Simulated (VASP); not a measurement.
## SiGe5: relaxation of cell and atoms with PBE

Crystal: SiGe5.

```xyz
6
Lattice="2.9174 0.0000 0.0000 -1.4587 2.5265 0.0000 0.0000 0.0000 14.1805" Properties=species:S:1:pos:R:3 pbc="T T T"
Si    0.0000    0.0000    0.0000
Ge    1.4587    0.8422   11.8455
Ge    0.0000    0.0000    9.4675
Ge    1.4587    0.8422    7.0903
Ge    0.0000    0.0000    4.7130
Ge    1.4587    0.8422    2.3351
```

```
Program                : VASP 6.6.1
Task                   : relaxation of cell and atoms
Functional             : PBE
Potentials or basis    : VASP PAW PBE potentials, release 64 (Si, Ge_d)
Cutoff                 : 600 eV
k mesh                 : 6 × 6 × 2
Occupations            : gaussian, width 0.1 eV
Spin                   : no spin polarisation
Dipole correction      : no
Further INCAR settings : ALGO = Normal; EDIFF = 1e-06; IBRION = 2; EDIFFG = -0.04; NSW = 90; ISIF = 3
```

```
Relaxed volume                         : 18.67 Å³/atom
Relaxed cell                           : a = 3.018 Å, b = 3.018 Å, c = 14.209 Å, α = 90.00°, β = 90.00°, γ = 120.00°
Space group after relaxing (to 0.05 Å) : P-6m2 (No. 187)
Energy gained by relaxing              : 39.1 meV/atom
Ionic steps                            : 20
Pressure after relaxing                : 0.1 GPa
Largest force after relaxing           : 0.038 eV/Å
Band gap on the k mesh                 : zero (band 37 reaches 12.85 eV, above the bottom of band 38 at 4.25 eV)
```

Forces on the atoms (eV/Å):
```
Si   0.000  0.000  0.000
Ge   0.000  0.000 -0.027
Ge   0.000  0.000  0.038
Ge   0.000  0.000  0.000
Ge   0.000  0.000 -0.038
Ge   0.000  0.000  0.027
```

Stress tensor (GPa, compression positive):
```
0.13 0.00 0.00
0.00 0.13 0.00
0.00 0.00 0.03
```

The path:
```tsv
step	energy change (eV)	largest force (eV/Å)	pressure (GPa)	volume (Å³)
1	0.0000	0.4435	6.03	104.52
2	-0.1802	0.3255	-1.42	114.73
3	-0.1845	0.3378	-0.62	113.28
4	-0.2066	0.2816	-0.42	112.86
5	-0.2168	0.2143	-0.30	112.41
6	-0.2181	0.1937	-0.35	112.26
7	-0.2205	0.1476	-0.27	111.94
8	-0.2246	0.0927	0.33	111.18
9	-0.2245	0.0601	0.85	110.58
10	-0.2249	0.0736	0.48	110.91
11	-0.2290	0.0622	0.30	111.60
12	-0.2300	0.0728	-0.47	113.43
13	-0.2315	0.0691	-0.38	112.82
14	-0.2328	0.0590	-0.34	112.88
15	-0.2329	0.0552	-0.28	112.94
16	-0.2330	0.0562	-0.31	112.93
17	-0.2339	0.0485	-0.01	112.48
18	-0.2340	0.0474	-0.19	112.33
19	-0.2341	0.0456	0.16	112.03
20	-0.2348	0.0384	0.10	112.04
```

Final structure:
```yaml
crystal:
  lattice:
    - [3.01753, 0.00000, 0.00000]
    - [-1.50876, 2.61326, 0.00000]
    - [0.00000, 0.00000, 14.20862]
  atoms:
    - { symbol: Si, position: [0.00000, 0.00000, 0.00000] }
    - { symbol: Ge, position: [0.66667, 0.33333, 0.84442] }
    - { symbol: Ge, position: [0.00000, 0.00000, 0.67005] }
    - { symbol: Ge, position: [0.66667, 0.33333, 0.50000] }
    - { symbol: Ge, position: [0.00000, 0.00000, 0.32995] }
    - { symbol: Ge, position: [0.66667, 0.33333, 0.15558] }
```

Levels at points of the mesh, in eV from the Fermi level:
```
           k point  band 34  band 35  band 36  band 37  band 38  band 39  band 40  band 41
(0.00, 0.00, 0.00)    -0.79     5.02     5.37     6.05     6.05     6.89     6.89     7.09
(0.50, 0.00, 0.00)    -3.84    -3.45    -2.04    -1.03    -0.81     1.39     2.23     2.96
(0.00, 0.00, 0.50)     1.95     2.10     6.06     6.06     6.74     6.74     7.49     7.49
(0.50, 0.00, 0.50)    -3.67    -3.18    -2.38    -1.87     0.69     1.02     2.27     2.63
```

Run time: 20 min on 1 thread of Intel Xeon 6975P-C, with other jobs on the host, peak memory 0.29 GiB.

Caveat: the k points lie up to 0.40 Å⁻¹ apart in the final cell.
